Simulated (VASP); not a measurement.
# ScRu3 (Cmmm) in VASP: notebook

The runs below take ScRu3 through single point, with PBE.

Program: VASP 6.6.1. These are calculated values, not measurements. Logs are shortened: lines on timing, memory, paths and dates and some standing lists are left out, and cuts for length are marked.

## Step 1: The cell of the first run

It takes space group Cmmm (No. 65, orthorhombic). The conventional cell has a = 5.674 Å, b = 5.866 Å, c = 4.139 Å, α = 90.00°, β = 90.00°, γ = 90.00°. Within 2.7 Å of Sc (site symmetry mmm) lie 6 Ru at 2.07 to 2.62 Å. Ru (site symmetry m2m) has 1 Ru at 1.60 Å within 2.1 Å. Within 2.1 Å of Ru (site symmetry mmm) lie 2 Ru at 1.60 Å and 2 Sc at 2.07 Å.

The cell was built from a structure type or drawn by symmetry, and may not be a known phase.

## Step 2: Single point, PBE

Input file INCAR:

```
SYSTEM = ScRu3
PREC = Accurate ; ENCUT = 520
EDIFF = 1E-7 ; ISMEAR = 0
SIGMA = 0.1 ; LREAL = .False.
LASPH = .True. ; NELM = 60
ALGO = Fast ; ISIF = 2
LWAVE = .False. ; LCHARG = .False.
GGA = PE ; NBANDS = 34
```

Input file KPOINTS:

```
regular mesh
0
Gamma
  4 4 4
  0 0 0
```

Input file POSCAR:

```
ScRu3
1.0
    2.8368343500     -2.9330050100      0.0000000000
    2.8368343500      2.9330050100      0.0000000000
    0.0000000000      0.0000000000      4.1394699900
Sc Ru
1 3
Direct
    0.0000000000      0.0000000000      0.0000000000
    0.2729306000      0.7270694000      0.5000000000
    0.7270694000      0.2729306000      0.5000000000
    0.0000000000      0.0000000000      0.5000000000
```

Potentials or basis: VASP PAW PBE potentials, release 64 (Sc_sv, Ru_pv).

Run with:

```
$ cat potpaw_PBE.64/Sc_sv/POTCAR potpaw_PBE.64/Ru_pv/POTCAR > POTCAR
$ mpirun -np 1 vasp_std > vasp.out
```

OUTCAR:

```text
SYSTEM = ScRu3
   PREC = Accurate
   ENCUT = 520
   EDIFF = 1E-7
   ISMEAR = 0
   LREAL = .False.
   LASPH = .True.
   NELM = 60
   ISIF = 2
   GGA = PE

 ion  position               nearest neighbor table
   1  0.000  0.000  0.000-   4 2.07   4 2.07   2 2.62   2 2.62   3 2.62   3 2.62
   2  0.273  0.727  0.500-   4 1.60   1 2.62   1 2.62   3 2.66   3 2.85   3 2.85   4 3.13   4 3.13
                             3 3.20
   3  0.727  0.273  0.500-   4 1.60   1 2.62   1 2.62   2 2.66   2 2.85   2 2.85   4 3.13   4 3.13
                             2 3.20
   4  0.000  0.000  0.500-   2 1.60   3 1.60   1 2.07   1 2.07   3 3.13   2 3.13   3 3.13   2 3.13

 -----------------------------------------------------------------------------
|                                                                             |
|           W    W    AA    RRRRR   N    N  II  N    N   GGGG   !!!           |
|           W    W   A  A   R    R  NN   N  II  NN   N  G    G  !!!           |
|           W    W  A    A  R    R  N N  N  II  N N  N  G       !!!           |
|           W WW W  AAAAAA  RRRRR   N  N N  II  N  N N  G  GGG   !            |
|           WW  WW  A    A  R   R   N   NN  II  N   NN  G    G                |
|           W    W  A    A  R    R  N    N  II  N    N   GGGG   !!!           |
|                                                                             |
|     The distance between some ions is very small. Please check the          |
|     nearest-neighbor list in the OUTCAR file.                               |
|     I HOPE YOU KNOW WHAT YOU ARE DOING!                                     |
|                                                                             |
 -----------------------------------------------------------------------------

  LATTYP: Found a base centered orthorhombic cell.
 ALAT       =     5.6736687000
 B/A-ratio  =     1.0339006964
 C/A-ratio  =     0.7295931802

  Lattice vectors:

 A1 = (   2.8368343500,  -2.9330050100,   0.0000000000)
 A2 = (   2.8368343500,   2.9330050100,   0.0000000000)
 A3 = (   0.0000000000,   0.0000000000,   4.1394699900)

Analysis of symmetry for initial positions (statically):
=====================================================================
 Subroutine PRICEL returns:
 Original cell was already a primitive cell.

 Routine SETGRP: Setting up the symmetry group for a
 base centered orthorhombic supercell.

 Subroutine GETGRP returns: Found  8 space group operations
 (whereof  8 operations were pure point group operations)
 out of a pool of  8 trial point group operations.

The static configuration has the point symmetry D_2h.

Analysis of symmetry for dynamics (positions and initial velocities):
=====================================================================
 Subroutine PRICEL returns:
 Original cell was already a primitive cell.

 Routine SETGRP: Setting up the symmetry group for a
 base centered orthorhombic supercell.

 Subroutine GETGRP returns: Found  8 space group operations
 (whereof  8 operations were pure point group operations)
 out of a pool of  8 trial point group operations.

The dynamic configuration has the point symmetry D_2h.

 Subroutine INISYM returns: Found  8 space group operations
 (whereof  8 operations are pure point group operations),
 and found     1 'primitive' translations

----------------------------------------------------------------------------------------

                                     Primitive cell

  volume of cell :      68.8845

  direct lattice vectors                    reciprocal lattice vectors
     2.836834350 -2.933005010  0.000000000     0.176252801 -0.170473626  0.000000000
     2.836834350  2.933005010  0.000000000     0.176252801  0.170473626  0.000000000
     0.000000000  0.000000000  4.139469990     0.000000000  0.000000000  0.241576821

  length of vectors
     4.080459229  4.080459229  4.139469990     0.245206662  0.245206662  0.241576821

  position of ions in fractional coordinates (direct lattice)
     0.000000000  0.000000000  0.000000000
     0.272930600  0.727069400  0.500000000
     0.727069400  0.272930600  0.500000000
     0.000000000  0.000000000  0.500000000

  ion indices of the primitive-cell ions
   primitive index   ion index
                 1           1
                 2           2
                 3           3
                 4           4

----------------------------------------------------------------------------------------

 KPOINTS: regular mesh

Automatic generation of k-mesh.
 Grid dimensions read from file:
 generate k-points for:    4    4    4

 Generating k-lattice:

  Cartesian coordinates                     Fractional coordinates (reciprocal lattice)
     0.044063200 -0.042618407  0.000000000     0.250000000  0.000000000  0.000000000
     0.044063200  0.042618407  0.000000000     0.000000000  0.250000000  0.000000000
     0.000000000  0.000000000  0.060394205     0.000000000  0.000000000  0.250000000

  Length of vectors
     0.061301666  0.061301666  0.060394205

  Shift w.r.t. Gamma in fractional coordinates (k-lattice)
     0.000000000  0.000000000  0.000000000

 Subroutine IBZKPT returns following result:
 ===========================================

 Found     21 irreducible k-points:

 Following reciprocal coordinates:
            Coordinates               Weight
  0.000000  0.000000  0.000000      1.000000
  0.250000  0.000000  0.000000      4.000000
  0.500000  0.000000  0.000000      2.000000
  0.250000  0.250000  0.000000      2.000000
  0.500000  0.250000  0.000000      4.000000
 -0.250000  0.250000  0.000000      2.000000
[... 13 lines left out ...]
 -0.250000  0.250000  0.500000      2.000000
  0.500000  0.500000  0.500000      1.000000
   k-points           NKPTS =     21   k-points in BZ     NKDIM =     21   number of bands    NBANDS=     34
   number of dos      NEDOS =    301   number of ions     NIONS =      4
   total plane-waves  NPLWV =  28800
   dimension x,y,z NGX =    30 NGY =   30 NGZ =   32
   dimension x,y,z NGXF=    60 NGYF=   60 NGZF=   64
   ions per type =               1   3
   NGX,Y,Z   is equivalent  to a cutoff of  12.22, 12.22, 12.85 a.u.
   NGXF,Y,Z  is equivalent  to a cutoff of  24.45, 24.45, 25.70 a.u.
 SYSTEM =  ScRu3
   PREC   = accura    normal or accurate (medium, high low for compatibility)
   ISTART =      0    job   : 0-new  1-cont  2-samecut
   ICHARG =      2    charge: 1-file 2-atom 10-const
   ISPIN  =      1    spin polarized calculation?
   LNONCOLLINEAR =      F non collinear calculations
   LSORBIT =      F    spin-orbit coupling
   LASPH  =      T    aspherical Exc in radial PAW
   ENCUT  =  520.0 eV  38.22 Ry    6.18 a.u.   7.59  7.59  7.70*2*pi/ulx,y,z
   NELM   =     60;   NELMIN=  2; NELMDL= -5     # of ELM steps
   EDIFF  = 0.1E-06   stopping-criterion for ELM
   LREAL  =      F    real-space projection
   EDIFFG = 0.1E-05   stopping-criterion for IOM
   NSW    =      0    number of steps for IOM
   IBRION =     -1    ionic relax: 0-MD 1-quasi-New 2-CG
   NFREE  =      0    steps in history (QN), initial steepest desc. (CG)
   ISIF   =      2    stress and relaxation
   ISYM   =      2    0-nonsym 1-usesym 2-fastsym
   POTIM  = 0.5000    time-step for ionic-motion
   TEBEG  =    0.0;   TEEND  =   0.0 temperature during run
   PSTRESS=    0.0 pullay stress
   NELECT =      53.0000    total number of electrons
   NUPDOWN=      -1.0000    fix difference up-down
   EMIN   =  10.00;   EMAX   =-10.00  energy-range for DOS
   EFERMI =   0.00;   METHOD = LEGACY
   ISMEAR =     0;   SIGMA  =   0.10  broadening in eV -4-tet -1-fermi 0-gaus
   EFERMI_NEDOS =   21; number of points for ismear=-14 and -15
   IALGO  =     68    algorithm
   IMIX   =      4    mixing-type and parameters
     AMIX     =   0.40;   BMIX     =  1.00
     AMIX_MAG =   1.60;   BMIX_MAG =  1.00
  volume/ion in A,a.u.               =      17.22       116.21
  Fermi-wavevector in a.u.,A,eV,Ry     =   1.500121  2.834818 30.618046  2.250363
  Thomas-Fermi vector in A             =   2.611662
   LORBIT       =      0    0 simple, 1 ext, 2 COOP (PROOUT), +10 PAW based schemes
   GGA     = PE    functional components
   LHFCALC =     F    Hartree Fock is set to
   AEXX    =    0.0000 exact exchange contribution
   IVDW    =     0    specifies the selected vdW correction
   LEPSILON=     F    determine dielectric tensor
   LRPA    =     F    only Hartree local field effects (RPA)
 non-spin polarized calculation
 RMM-DIIS sequential band-by-band and
 Gauss-broadening in eV      SIGMA  =   0.10
  energy-cutoff  :      520.00
  volume of cell :       68.88
 maximum number of plane-waves:      1868
   NGX = 15   NGY = 15   NGZ = 15

 number of electron      52.9999998 magnetization

 Free energy of the ion-electron system (eV)
  ---------------------------------------------------
  ext. energy  EPLUGINS =         0.00000000
  ---------------------------------------------------
  free energy    TOTEN  =        -3.81563915 eV

  energy without entropy =       -3.79466768  energy(sigma->0) =       -3.80515342

 E-fermi :   8.8185     XC(G=0): -11.6521

 val. band max:        8.8134136113   @ k =   0.2500   0.2500   0.5000
 cond. band min:       8.8252501608   @ k =  -0.2500   0.2500   0.5000
 fundamental gap:      0.0118365495
 Fermi energy:         8.8185482498

 k-point     1 :       0.0000    0.0000    0.0000
  band No.  band energies     occupation
      1     -45.8080      2.00000
      2     -40.7840      2.00000
      3     -38.2266      2.00000
      4     -37.3191      2.00000
      5     -36.9775      2.00000
      6     -34.5416      2.00000
[... 26 lines left out ...]
     33      13.4976      0.00000
     34      14.2445      0.00000

 k-point     2 :       0.2500    0.0000    0.0000
  band No.  band energies     occupation
      1     -45.8315      2.00000
      2     -40.7836      2.00000
      3     -38.2225      2.00000
      4     -37.3524      2.00000
      5     -36.8632      2.00000
      6     -34.4763      2.00000
[... 26 lines left out ...]
     33      13.5026      0.00000
     34      13.5492      0.00000
[... 664 lines left out ...]
     33      11.3580      0.00000
     34      12.0982      0.00000

 k-point    21 :       0.5000    0.5000    0.5000
  band No.  band energies     occupation
      1     -45.7907      2.00000
      2     -41.3383      2.00000
      3     -37.4572      2.00000
      4     -37.3992      2.00000
      5     -36.9919      2.00000
      6     -34.4494      2.00000
[... 26 lines left out ...]
     33      12.0339      0.00000
     34      12.7372      0.00000

------------------------ aborting loop because EDIFF is reached ----------------------------------------

  FORCE on cell =-STRESS in cart. coord.  units (eV):
  Direction    XX          YY          ZZ          XY          YZ          ZX
  --------------------------------------------------------------------------------------
  -------------------------------------------------------------------------------------
  Total       -1.1206460    171.4604207     38.2004545     -0.0000000      0.0000000      0.0000000
  in kB      -26.0649860   3987.9798151    888.5003356     -0.0000000      0.0000000      0.0000000
  external PRESSURE =    1616.8050549 kB  Pullay stress =       0.0000000 kB

 VOLUME and BASIS-vectors are now :
 -----------------------------------------------------------------------------
  energy-cutoff  :      520.00
  volume of cell :       68.88
      direct lattice vectors                 reciprocal lattice vectors
     2.836834350 -2.933005010  0.000000000     0.176252801 -0.170473626  0.000000000
     2.836834350  2.933005010  0.000000000     0.176252801  0.170473626  0.000000000
     0.000000000  0.000000000  4.139469990     0.000000000  0.000000000  0.241576821

 POSITION                                       TOTAL-FORCE (eV/Angst)
 -----------------------------------------------------------------------------------
      0.00000      0.00000      0.00000         0.000000     -0.000000     -0.000000
      2.83683      1.33199      2.06973         0.000000    -52.539033      0.000000
      2.83683     -1.33199      2.06973         0.000000     52.539033     -0.000000
      0.00000      0.00000      2.06973        -0.000000      0.000000     -0.000000
 -----------------------------------------------------------------------------------
    total drift:                                0.000000     -0.000000     -0.000000

  FREE ENERGIE OF THE ION-ELECTRON SYSTEM (eV)
  ---------------------------------------------------
  free  energy   TOTEN  =        -3.8156391549 eV

  energy  without entropy=       -3.7946676846  energy(sigma->0) =       -3.80515342
```

Wall time 99 s (1 thread of Intel Xeon Platinum 8259CL at 2.50GHz (Skylake/Cascade Lake), shared host); peak memory 0.19 GiB.

What came out:

```yaml
Free_energy: -3.8156 eV
Pressure: 161.7 GPa
Largest_force: 52.539 eV/Å
Band_gap_on_the_k_mesh: zero (an odd number of electrons rules out a gap without spin polarisation)
```

Forces on the atoms (eV/Å):
```
Sc    0.000   0.000   0.000
Ru    0.000 -52.539   0.000
Ru    0.000  52.539   0.000
Ru    0.000   0.000   0.000
```

Stress tensor (GPa, compression positive):
```
 -2.61   0.00   0.00
  0.00 398.80   0.00
  0.00   0.00  88.85
```

Levels at points of the mesh, in eV from the Fermi level:
```tsv
k point	band 23	band 24	band 25	band 26	band 27	band 28	band 29	band 30
(0.00, 0.00, 0.00)	-3.01	-2.30	-0.24	0.11	0.37	0.87	2.41	2.42
(0.50, 0.00, 0.00)	-2.69	-2.29	-2.05	-1.81	-0.42	0.47	0.95	2.04
(0.50, 0.50, 0.00)	-2.62	-1.19	-1.12	-0.89	-0.82	1.44	1.80	2.61
(0.00, 0.00, 0.50)	-2.68	-2.38	-0.25	-0.22	0.87	1.05	1.58	2.11
(0.50, 0.00, 0.50)	-2.52	-1.49	-0.65	-0.41	0.11	0.14	0.88	1.29
(0.50, 0.50, 0.50)	-1.61	-1.18	-0.76	-0.51	0.11	1.12	1.46	2.18
```

Caveat: the k points lie up to 0.39 Å⁻¹ apart, too coarse for converged energies and pressures of a metal; atoms lie so close that the PAW spheres overlap strongly, which falsifies energies and pressures; forces of over 1 eV/Å act on the atoms, so gaps and moduli don't describe the material at rest.

## Step 3: Single point, PBE

This run uses another cell than the first one, of 20.91 Å³/atom.

Input file INCAR:

```
SYSTEM = ScRu3
PREC = Accurate
ENCUT = 520
EDIFF = 1E-6
ISMEAR = 0
SIGMA = 0.1
LREAL = .FALSE.
LASPH = .TRUE.
NELM = 100
ALGO = Fast
ISIF = 2
LWAVE = .FALSE.
LCHARG = .FALSE.
GGA = PE
NBANDS = 34
```

Input file KPOINTS:

```
Automatic mesh
0
G
  4 4 4
  0 0 0
```

Input file POSCAR:

```
ScRu3
1.0
    2.2922438246     -3.7315032590      0.0000000000
    2.2922438246      3.7315032590      0.0000000000
    0.0000000000      0.0000000000      4.8896350961
Sc Ru
1 3
Direct
    0.0000000000      0.0000000000      0.0000000000
    0.3399496179      0.6600503821      0.5000000000
    0.6600503821      0.3399496179      0.5000000000
    0.0000000000      0.0000000000      0.5000000000
```

Potentials or basis: VASP PAW PBE potentials, release 64 (Sc_sv, Ru_pv).

Run with:

```
$ cat potpaw_PBE.64/Sc_sv/POTCAR potpaw_PBE.64/Ru_pv/POTCAR > POTCAR
$ mpirun -np 1 vasp_std > vasp.out
```

OUTCAR:

```text
SYSTEM = ScRu3
   PREC = Accurate
   ENCUT = 520
   EDIFF = 1E-6
   ISMEAR = 0
   LREAL = .FALSE.
   LASPH = .TRUE.
   NELM = 100
   ISIF = 2
   GGA = PE

 ion  position               nearest neighbor table
   1  0.000  0.000  0.000-   4 2.44   4 2.44
   2  0.340  0.660  0.500-   3 2.39   4 2.54   4 2.58   4 2.58   3 2.66   3 2.66
   3  0.660  0.340  0.500-   2 2.39   4 2.54   4 2.58   4 2.58   2 2.66   2 2.66
   4  0.000  0.000  0.500-   1 2.44   1 2.44   3 2.54   2 2.54   3 2.58   2 2.58   3 2.58   2 2.58

  LATTYP: Found a base centered orthorhombic cell.
[... 974 lines left out ...]
  --------------------------------------------------------------------------------------
  -------------------------------------------------------------------------------------
  Total       -0.0854758      0.1263485      0.1985506      0.0000000      0.0000000      0.0000000
  in kB       -1.6372032      2.4200801      3.8030382      0.0000000      0.0000000      0.0000000
  external PRESSURE =       1.5286384 kB  Pullay stress =       0.0000000 kB

 VOLUME and BASIS-vectors are now :
 -----------------------------------------------------------------------------
  energy-cutoff  :      520.00
  volume of cell :       83.65
      direct lattice vectors                 reciprocal lattice vectors
     2.292243825 -3.731503259  0.000000000     0.218126883 -0.133994255  0.000000000
     2.292243825  3.731503259  0.000000000     0.218126883  0.133994255  0.000000000
     0.000000000  0.000000000  4.889635096     0.000000000  0.000000000  0.204514239

 POSITION                                       TOTAL-FORCE (eV/Angst)
 -----------------------------------------------------------------------------------
      0.00000      0.00000      0.00000         0.000000      0.000000     -0.000000
      2.29224      1.19446      2.44482         0.000000      0.048856      0.000000
      2.29224     -1.19446      2.44482         0.000000     -0.048856     -0.000000
      0.00000      0.00000      2.44482        -0.000000      0.000000     -0.000000
 -----------------------------------------------------------------------------------
    total drift:                               -0.000000     -0.000000     -0.000000

  FREE ENERGIE OF THE ION-ELECTRON SYSTEM (eV)
  ---------------------------------------------------
  free  energy   TOTEN  =       -31.1056460445 eV

  energy  without entropy=      -31.0560924831  energy(sigma->0) =      -31.08086926
```

stdout:

```text
POSCAR found type information on POSCAR ScRu
 POSCAR found :  2 types and       4 ions
 scaLAPACK will be used
 LDA part: xc-table for (Slater+PW92), standard interpolation
 POSCAR, INCAR and KPOINTS ok, starting setup
 FFT: planning ... GRIDC
 FFT: planning ... GRID_SOFT
 FFT: planning ... GRID
 WAVECAR not read
 entering main loop
```

It took 1.8 min on 1 thread of Intel Xeon Platinum 8259CL at 2.50GHz (Skylake/Cascade Lake), shared host; peak memory 0.22 GiB.

What came out:

```
Free energy            : -31.1056 eV
Pressure               : 0.2 GPa
Largest force          : 0.049 eV/Å
Band gap on the k mesh : zero (an odd number of electrons rules out a gap without spin polarisation)
```

Forces on the atoms (eV/Å):
```
Sc   0.000  0.000  0.000
Ru   0.000  0.049  0.000
Ru   0.000 -0.049  0.000
Ru   0.000  0.000  0.000
```

Levels at points of the mesh, in eV from the Fermi level:
```tsv
k point	band 24	band 25	band 26	band 27	band 28	band 29
(0.00, 0.00, 0.00)	-1.88	-1.88	-1.22	-0.13	0.78	1.09
(0.50, 0.00, 0.00)	-1.18	-0.56	-0.06	0.25	1.26	1.31
(0.50, 0.50, 0.00)	-1.49	-0.10	0.19	0.37	1.01	1.40
(0.00, 0.00, 0.50)	-2.03	-1.81	-1.22	-0.28	0.09	0.93
(0.50, 0.00, 0.50)	-0.25	-0.06	0.06	0.09	0.81	0.85
(0.50, 0.50, 0.50)	-0.36	0.10	0.19	0.45	0.56	0.72
```

Caveat: the k points lie up to 0.40 Å⁻¹ apart, too coarse for converged energies and pressures of a metal.

(Continued in part 2 of 2.)
